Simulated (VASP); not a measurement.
HgTe, 2 atoms in the cell. It takes space group I-4m2 (No. 119, tetragonal). The conventional cell has a = 4.559 Å, b = 4.559 Å, c = 6.754 Å, α = 90.00°, β = 90.00°, γ = 90.00°. Within 3.7 Å of Hg (site symmetry -4m2) lie 4 Te at 2.84 Å. Te (site symmetry -4m2) has 4 Hg at 2.84 Å within 3.7 Å.  This cell differs from its parent crystal: epitaxial xy strain -2.0%.

- Program: VASP 6.6.1
- Task: single point
- Functional: PBE
- Potentials or basis: VASP PAW PBE potentials, release 64 (Hg, Te)
- Cutoff: 520 eV
- k mesh: 6 × 6 × 6
- Occupations: fermi-dirac, width 0.02 eV
- Spin: no spin polarisation
- Dipole correction: no
- Further INCAR settings: ALGO = Normal; EDIFF = 1e-07; NBANDS = 16

Potentials or basis: VASP PAW PBE potentials, release 64 (Hg, Te).

Launch:

```sh
$ cat potpaw_PBE.64/Hg/POTCAR potpaw_PBE.64/Te/POTCAR > POTCAR
$ mpirun -np 1 vasp_std > vasp.out
```

Hardware: 1 thread of Intel(R) Xeon(R) Platinum 8488C (Sapphire Rapids) (shared host).

Estimate the wall time of this run.

It took 26 s on 1 thread of Intel(R) Xeon(R) Platinum 8488C (Sapphire Rapids), on a shared host, peak memory 0.22 GiB. Counts: scf iterations 13, k points 30.
